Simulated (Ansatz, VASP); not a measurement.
# Al in VASP and in Ansatz

File INCAR:

```
ALGO = Normal ; EDIFF = 1E-7
ENCUT = 520 ; ISIF = 2
ISMEAR = 0 ; LASPH = True
LCHARG = False ; LREAL = False
LWAVE = False ; NBANDS = 8
NELM = 60 ; PREC = Accurate
SIGMA = 0.15
```

File KPOINTS:

```
k-points
0
Gamma
  20 20 20
```

The input POSCAR:

```
Al
1.0
   -1.5912186900      1.5912186900      1.5514382228
    1.5912186900     -1.5912186900      1.5514382228
    1.5912186900      1.5912186900     -1.5514382228
Al
1
Direct
    0.0000000000      0.0000000000      0.0000000000
```

Input for Ansatz:

```yaml
crystal:
  lattice:
    - [-1.59121869, 1.59121869, 1.5514382228]
    - [1.59121869, -1.59121869, 1.5514382228]
    - [1.59121869, 1.59121869, -1.5514382228]
  atoms:
    - { symbol: Al, position: [0.0, 0.0, 0.0] }
basis:
  ecutwfc: 420
kpoints:
  mp_grid: { grid: [20, 20, 20] }
hamiltonian:
  xc: lda
scf:
  occupations: { method: gaussian, width: 0.15 }
output:
  forces: true
  stress: true
  eigenvalues: true
```

Change from the starting cell: strain +0.000 along x and y, -0.025 along z, atoms carried along.

Alike in both runs: task single point; functional LDA; k mesh 20 × 20 × 20; occupations gaussian, width 0.15 eV; no spin polarisation.

|  | VASP | Ansatz |
| --- | --- | --- |
| version | VASP 6.6.1 | Ansatz 0.2.0 |
| potentials or method | VASP PAW LDA potentials, release 64 (Al), cutoff 520 eV | scalar-relativistic, plane waves, PAW |
| valence electrons in the cell | 3 | 3 |

```csv
,VASP,Ansatz,Ansatz less VASP
gap on the k mesh at the Fermi level (eV),none,none,-
pressure (GPa),2.5,2.4,-0.09
"traceless stress, the component that is largest in VASP (GPa)",-0.81,-0.79,+0.011
```

LDA's correlation is that of Perdew and Zunger in VASP and of Perdew and Wang (1992) in Ansatz. A gap of «none» marks a metal or a gap that the smearing closes.
